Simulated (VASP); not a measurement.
# W (Im-3m) in VASP: a series of runs, part 2 of 2

VASP 6.6.1. Earlier steps stand in the parts before.

## (3) Relaxation of cell and atoms, PBE

This run uses another cell than the first one, of 15.85 Å³/atom.

INCAR reads:

```
PREC = Accurate
ENCUT = 600
EDIFF = 1E-6
ISMEAR = -1
SIGMA = 0.05
LREAL = False
LASPH = True
NELM = 80
ALGO = Normal
ISIF = 3
LWAVE = False
LCHARG = False
GGA = PE
IBRION = 2
NSW = 80
EDIFFG = -0.02
```

KPOINTS reads:

```
regular mesh
0
Gamma
  11 11 11
```

POSCAR reads:

```
W
1.0
   -1.5823450000      1.5823450000      1.5823450000
    1.5823450000     -1.5823450000      1.5823450000
    1.5823450000      1.5823450000     -1.5823450000
W
1
Direct
    0.0000000000      0.0000000000      0.0000000000
```

Potentials or basis: VASP PAW PBE potentials, release 64 (W_sv).

Command:

```
$ cat potpaw_PBE.64/W_sv/POTCAR > POTCAR
$ mpirun -np 1 vasp_std > vasp.out
```

OUTCAR:

```text
PREC = Accurate
   ENCUT = 600
   EDIFF = 1E-6
   ISMEAR = -1
   LREAL = False
   LASPH = True
   NELM = 80
   ISIF = 3
   GGA = PE
   IBRION = 2
   NSW = 80
   EDIFFG = -0.02

 ion  position               nearest neighbor table
   1  0.000  0.000  0.000-

  LATTYP: Found a body centered cubic cell.
 ALAT       =     3.1646900000

  Lattice vectors:

 A1 = (  -1.5823450000,   1.5823450000,   1.5823450000)
 A2 = (   1.5823450000,  -1.5823450000,   1.5823450000)
 A3 = (   1.5823450000,   1.5823450000,  -1.5823450000)

Analysis of symmetry for initial positions (statically):
=====================================================================
 Subroutine PRICEL returns:
 Original cell was already a primitive cell.

 Routine SETGRP: Setting up the symmetry group for a
 body centered cubic supercell.

 Subroutine GETGRP returns: Found 48 space group operations
 (whereof 48 operations were pure point group operations)
 out of a pool of 48 trial point group operations.

The static configuration has the point symmetry O_h .

Analysis of symmetry for dynamics (positions and initial velocities):
=====================================================================
 Subroutine PRICEL returns:
 Original cell was already a primitive cell.

 Routine SETGRP: Setting up the symmetry group for a
 body centered cubic supercell.

 Subroutine GETGRP returns: Found 48 space group operations
 (whereof 48 operations were pure point group operations)
 out of a pool of 48 trial point group operations.

The dynamic configuration has the point symmetry O_h .

 Subroutine INISYM returns: Found 48 space group operations
 (whereof 48 operations are pure point group operations),
 and found     1 'primitive' translations

----------------------------------------------------------------------------------------

                                     Primitive cell

  volume of cell :      15.8476

  direct lattice vectors                    reciprocal lattice vectors
    -1.582345000  1.582345000  1.582345000     0.000000000  0.315986716  0.315986716
     1.582345000 -1.582345000  1.582345000     0.315986716  0.000000000  0.315986716
     1.582345000  1.582345000 -1.582345000     0.315986716  0.315986716  0.000000000

  length of vectors
     2.740701935  2.740701935  2.740701935     0.446872699  0.446872699  0.446872699

  position of ions in fractional coordinates (direct lattice)
     0.000000000  0.000000000  0.000000000

  ion indices of the primitive-cell ions
   primitive index   ion index
                 1           1

----------------------------------------------------------------------------------------

 KPOINTS: regular mesh

Automatic generation of k-mesh.
 Grid dimensions read from file:
 generate k-points for:   11   11   11

 Generating k-lattice:

  Cartesian coordinates                     Fractional coordinates (reciprocal lattice)
[... 41 lines left out ...]
 [... further k-points ...]
   k-points           NKPTS =     56   k-points in BZ     NKDIM =     56   number of bands    NBANDS=     11
   number of dos      NEDOS =    301   number of ions     NIONS =      1
   total plane-waves  NPLWV =  13824
   dimension x,y,z NGX =    24 NGY =   24 NGZ =   24
   dimension x,y,z NGXF=    48 NGYF=   48 NGZF=   48
   ions per type =               1
   NGX,Y,Z   is equivalent  to a cutoff of  14.56, 14.56, 14.56 a.u.
   NGXF,Y,Z  is equivalent  to a cutoff of  29.12, 29.12, 29.12 a.u.
 SYSTEM =  unknown system
   PREC   = accura    normal or accurate (medium, high low for compatibility)
   ISTART =      0    job   : 0-new  1-cont  2-samecut
   ICHARG =      2    charge: 1-file 2-atom 10-const
   ISPIN  =      1    spin polarized calculation?
   LNONCOLLINEAR =      F non collinear calculations
   LSORBIT =      F    spin-orbit coupling
   LASPH  =      T    aspherical Exc in radial PAW
   ENCUT  =  600.0 eV  44.10 Ry    6.64 a.u.   5.47  5.47  5.47*2*pi/ulx,y,z
   NELM   =     80;   NELMIN=  2; NELMDL= -5     # of ELM steps
   EDIFF  = 0.1E-05   stopping-criterion for ELM
   LREAL  =      F    real-space projection
   EDIFFG = -.2E-01   stopping-criterion for IOM
   NSW    =     80    number of steps for IOM
   IBRION =      2    ionic relax: 0-MD 1-quasi-New 2-CG
   NFREE  =      1    steps in history (QN), initial steepest desc. (CG)
   ISIF   =      3    stress and relaxation
   ISYM   =      2    0-nonsym 1-usesym 2-fastsym
   POTIM  = 0.5000    time-step for ionic-motion
   TEBEG  =    0.0;   TEEND  =   0.0 temperature during run
   PSTRESS=    0.0 pullay stress
   NELECT =      14.0000    total number of electrons
   NUPDOWN=      -1.0000    fix difference up-down
   EMIN   =  10.00;   EMAX   =-10.00  energy-range for DOS
   EFERMI =   0.00;   METHOD = LEGACY
   ISMEAR =    -1;   SIGMA  =   0.05  broadening in eV -4-tet -1-fermi 0-gaus
   EFERMI_NEDOS =   21; number of points for ismear=-14 and -15
   IALGO  =     38    algorithm
   IMIX   =      4    mixing-type and parameters
     AMIX     =   0.40;   BMIX     =  1.00
     AMIX_MAG =   1.60;   BMIX_MAG =  1.00
  volume/ion in A,a.u.               =      15.85       106.94
  Fermi-wavevector in a.u.,A,eV,Ry     =   1.570832  2.968442 33.572544  2.467512
  Thomas-Fermi vector in A             =   2.672506
   LORBIT       =      0    0 simple, 1 ext, 2 COOP (PROOUT), +10 PAW based schemes
   GGA     = PE    functional components
   LHFCALC =     F    Hartree Fock is set to
   AEXX    =    0.0000 exact exchange contribution
   IVDW    =     0    specifies the selected vdW correction
   LEPSILON=     F    determine dielectric tensor
   LRPA    =     F    only Hartree local field effects (RPA)
 conjugate gradient relaxation of ions
 non-spin polarized calculation
  energy-cutoff  :      600.00
  volume of cell :       15.85
 maximum number of plane-waves:       543
 NGX is ok and might be reduce to    24
   NGX = 11   NGY = 11   NGZ = 11

--------------------------------------- Ionic step        1  -------------------------------------------

 number of electron      14.0000002 magnetization

 Free energy of the ion-electron system (eV)
  ---------------------------------------------------
  ext. energy  EPLUGINS =         0.00000000
  ---------------------------------------------------
  free energy    TOTEN  =       -12.93009787 eV

  energy without entropy =      -12.92366411  energy(sigma->0) =      -12.92688099

------------------------ aborting loop because EDIFF is reached ----------------------------------------

  FORCE on cell =-STRESS in cart. coord.  units (eV):
  Direction    XX          YY          ZZ          XY          YZ          ZX
  --------------------------------------------------------------------------------------
  -------------------------------------------------------------------------------------
  Total        0.6484257      0.6484257      0.6484257     -0.0000000      0.0000000      0.0000000
  in kB       65.5552192     65.5552192     65.5552192     -0.0000000      0.0000000      0.0000000
  external PRESSURE =      65.5552192 kB  Pullay stress =       0.0000000 kB
[... 57 lines left out ...]
--------------------------------------- Ionic step        3  -------------------------------------------

 number of electron      14.0000002 magnetization

 Free energy of the ion-electron system (eV)
  ---------------------------------------------------
  ext. energy  EPLUGINS =         0.00000000
  ---------------------------------------------------
  free energy    TOTEN  =       -12.93680066 eV

  energy without entropy =      -12.93052894  energy(sigma->0) =      -12.93366480

 E-fermi :  11.1316     XC(G=0): -13.5207

 val. band max:       11.1153385028   @ k =   0.0909   0.0909   0.0000
 cond. band min:      11.2104482810   @ k =  -0.1818   0.2727   0.0909
 fundamental gap:      0.0951097783
 Fermi energy:        11.1315759226

 k-point     1 :       0.0000    0.0000    0.0000
  band No.  band energies     occupation
      1     -63.0727      2.00000
      2     -26.6650      2.00000
      3     -26.6650      2.00000
      4     -26.6650      2.00000
      5       1.6197      2.00000
      6       9.9454      2.00000
      7       9.9454      2.00000
      8       9.9454      2.00000
      9      13.3501      0.00000
     10      13.3501      0.00000
     11      25.6067      0.00000
[... 309 lines left out ...]
 k-point    24 :       0.3636    0.1818    0.0909
  band No.  band energies     occupation
      1     -62.9450      2.00000
      2     -27.6547      2.00000
      3     -27.2123      2.00000
      4     -26.8610      2.00000
      5       6.5828      2.00000
      6       7.7366      2.00000
      7       9.7353      2.00000
      8      13.7461      0.00000
      9      14.2811      0.00000
     10      19.4234      0.00000
     11      19.9680      0.00000

 [... further k-points ...]
[... 5 lines left out ...]
  --------------------------------------------------------------------------------------
  -------------------------------------------------------------------------------------
  Total       -0.0183261     -0.0183261     -0.0183261      0.0000000      0.0000000      0.0000000
  in kB       -1.8133713     -1.8133713     -1.8133713      0.0000000      0.0000000      0.0000000
  external PRESSURE =      -1.8133713 kB  Pullay stress =       0.0000000 kB
[... 16 lines left out ...]
  FREE ENERGIE OF THE ION-ELECTRON SYSTEM (eV)
  ---------------------------------------------------
  free  energy   TOTEN  =       -12.9368006557 eV

  energy  without entropy=      -12.9305289403  energy(sigma->0) =      -12.93366480

 reached required accuracy - stopping structural energy minimisation
```

Wall time 35 s (1 thread of Intel Xeon 8259CL, shared host); peak memory 0.16 GiB.

What came out:

```yaml
Free_energy: -12.9368 eV
Relaxed_volume: 16.19 Å³/atom
Relaxed_cell: a = 2.760 Å, b = 2.760 Å, c = 2.760 Å, α = 109.47°, β = 109.47°, γ = 109.47°
Space_group_after_relaxing_to_0.1_Å: Im-3m (No. 229)
Energy_gained_by_relaxing: 6.7 meV/atom
Ionic_steps: 3
Pressure_after_relaxing: -0.2 GPa
Band_gap_on_the_k_mesh: zero (bands 7 and 8 overlap by 5.38 eV)
```

Step by step:
| step | energy change (eV) | largest force (eV/Å) | pressure (GPa) | volume (Å³) |
| --- | --- | --- | --- | --- |
| 1 | 0.0000 | 0.0000 | 6.56 | 15.85 |
| 2 | 0.0678 | 0.0000 | -18.73 | 17.38 |
| 3 | -0.0067 | 0.0000 | -0.18 | 16.19 |

Final structure:
```
W
1.0
    -1.59372    1.59372    1.59372
     1.59372   -1.59372    1.59372
     1.59372    1.59372   -1.59372
W
1
Direct
  0.00000 0.00000 0.00000
```

Caveat: spin-orbit coupling is left out, which moves the levels of the heavy elements.
